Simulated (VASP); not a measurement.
A run of VASP 6.6.1:

INCAR

```
PREC = Accurate ; ENCUT = 750
EDIFF = 1E-6 ; ISMEAR = 0
SIGMA = 0.01 ; LREAL = False
LASPH = True ; NELM = 120
ALGO = Normal ; ISIF = 2
LWAVE = False ; LCHARG = True
GGA = PE ; LELF = True
LVHAR = True ; NBANDS = 12
GGA_COMPAT = False
```

Contents of KPOINTS:

```
regular mesh
0
Gamma
  6 6 6
```

POSCAR

```
LiBr
1.0
    0.0000000000      2.7275698105      2.7275698105
    2.7275698105      0.0000000000      2.7275698105
    2.7275698105      2.7275698105      0.0000000000
Li Br
1 1
Direct
    0.0000000000      0.0000000000      0.0000000000
    0.5000000000      0.5000000000      0.5000000000
```

Potentials or basis: VASP PAW PBE potentials, release 64 (Li_sv, Br).

Command:

```bash
$ cat potpaw_PBE.64/Li_sv/POTCAR potpaw_PBE.64/Br/POTCAR > POTCAR
$ mpirun -np 1 vasp_std > vasp.out
```

Hardware: 1 thread of Intel Xeon 8259CL, with other jobs on the host.

Task: Estimate the wall time of this run.

Result: It took 22 s on 1 thread of Intel Xeon 8259CL (shared host), peak memory 0.2 GiB. Counts: scf iterations 12, k points 16.
